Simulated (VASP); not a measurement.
A run of VASP 6.6.1:

INCAR

```
ALGO = Normal
EDIFF = 1E-7
ENCUT = 520
GGA = PE
ISIF = 2
ISMEAR = 0
LASPH = True
LCHARG = False
LREAL = False
LWAVE = False
NBANDS = 16
NELM = 80
PREC = Accurate
SIGMA = 0.03
```

The input KPOINTS:

```
k-points
0
Gamma
  12 12 6
```

The input POSCAR:

```
BN
1.0
    2.5539396017      0.0000000000      0.0000000000
   -1.2769698009      2.2117765748      0.0000000000
    0.0000000000      0.0000000000      4.2268550000
N B
2 2
Direct
    0.3333333333      0.6666666667      0.1252760000
    0.6666666667      0.3333333333      0.6252760000
    0.3333333333      0.6666666667      0.4997240000
    0.6666666667      0.3333333333      0.9997240000
```

Potentials or basis: VASP PAW PBE potentials, release 64 (N, B).

Run with:

```bash
$ cat potpaw_PBE.64/N/POTCAR potpaw_PBE.64/B/POTCAR > POTCAR
$ mpirun -np 1 vasp_std > vasp.out
```

Hardware: 1 thread of Intel Xeon 6975P-C (shared host).

Estimate the wall time of this run.

Run time: 16 s on 1 thread of Intel Xeon 6975P-C, with other jobs on the host, peak memory 0.14 GiB. Counts: scf iterations 13, k points 76.
